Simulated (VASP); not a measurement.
# In3Se (P4mm) in VASP: notebook, part 2 of 2

VASP 6.6.1.

### 5 Overview

```csv
cell,gap on the mesh (eV),pressure (GPa),largest force (eV/Å)
"as given, atomic positions A",none,0.5,0.25
"as given, atomic positions B",none,0.3,0.19
"as given, atomic positions C",none,0.1,0.12
```

Alike in all rows: task single point; level PBEsol+D3(BJ); potentials or basis VASP PAW PBE potentials, release 64 (In_d, Se); no spin polarisation; k mesh 10 × 10 × 10; cutoff (eV) 520; smearing gaussian 0.15 eV.

Caveats: the PAW data sets were made with another functional, which shifts forces and pressure a little; spin-orbit coupling is left out, which moves the levels of the heavy elements.

Absolute energies hang on the potentials; compare differences alone.
